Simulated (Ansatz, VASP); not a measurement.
**One calculation of Mg2C, two programs**

```
C Mg
1.0
     0.00000    2.87279    2.71999
     2.87279    0.00000    2.71999
     2.87279    2.87279    0.00000
C Mg
1 2
Cartesian
  0.0000 0.0000 0.0000
  1.4364 1.4364 1.3600
  4.3092 4.3092 4.0800
```

Change from the starting cell: epitaxial_xy strain +6.0%.

Alike in both runs: task single point; functional PBE; k mesh 8 × 8 × 8; occupations fermi-dirac, width 0.02 eV; no spin polarisation.

|  | VASP | Ansatz |
| --- | --- | --- |
| version | VASP 6.6.1 | Ansatz 0.2.0 |
| potentials or method | VASP PAW PBE potentials, release 64 (C, Mg) | plane waves, PAW |
| plane-wave cutoff (eV) | 520 | 420 |
| valence electrons in the cell | 8 | 24 |

|  | VASP | Ansatz | Ansatz less VASP |
| --- | --- | --- | --- |
| pressure (GPa) | -7.4 | -7.2 | +0.19 |
| traceless stress, the component that is largest in VASP (GPa) | 8.57 | 8.53 | -0.043 |

VASP's potentials hold 8 valence electrons a cell and Ansatz's 24, so a difference there can come from the potentials and not from the codes.
